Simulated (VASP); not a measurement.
Wanted: the native input for a VASP 6.6.1 run.

- Task: single point
- Functional: PBE
- Potentials or basis: VASP PAW PBE potentials, release 64 (F, B)
- Cutoff: 600 eV
- k mesh: 9 × 9 × 9
- Occupations: methfessel-paxton, width 0.0519 eV
- Spin: no spin polarisation
- Dipole correction: no
- Further INCAR settings: ALGO = Normal; EDIFF = 1e-06; NBANDS = 12

The structure of BF lies in POSCAR:

```
BF
1.0
    0.0000000000      2.0767430000      2.0767430000
    2.0767430000      0.0000000000      2.0767430000
    2.0767430000      2.0767430000      0.0000000000
F B
1 1
Direct
    0.0000000000      0.0000000000      0.0000000000
    0.5000000000      0.5000000000      0.5000000000
```

One way to write it, as run:

INCAR

```
SYSTEM = BF
PREC     = Accurate       ! precision mode
ENCUT    = 600            ! plane-wave cutoff, eV
EDIFF    = 1E-6           ! SCF threshold, eV
ISMEAR   = 1              ! smearing method
SIGMA    = 0.0519         ! smearing width, eV
LREAL    = .False.        ! projectors in reciprocal space
LASPH    = .True.         ! aspherical terms in the spheres
NELM     = 120            ! most SCF steps
ALGO     = Normal         ! electronic algorithm
ISIF     = 2              ! what is computed and relaxed
LWAVE    = .False.        ! write WAVECAR
LCHARG   = .False.        ! write CHGCAR
GGA      = PE             ! functional
NBANDS   = 12             ! bands
GGA_COMPAT= .False.
```

KPOINTS

```
regular mesh
0
Gamma
  9 9 9
  0 0 0
```

Potentials or basis: VASP PAW PBE potentials, release 64 (F, B).

Launch:

```sh
$ cat potpaw_PBE.64/F/POTCAR potpaw_PBE.64/B/POTCAR > POTCAR
$ mpirun -np 1 vasp_std > vasp.out
```

It gave:

* Pressure: 33.1 GPa
* Band gap on the k mesh: 0.62 eV

Caveat: the cell stands under pressure; an odd mesh through Γ misses points on the zone boundary, where band edges can lie.

Wall time 5.8 s on 1 thread of Intel(R) Xeon(R) Platinum 8488C (Sapphire Rapids) (shared host), peak memory 0.13 GiB.
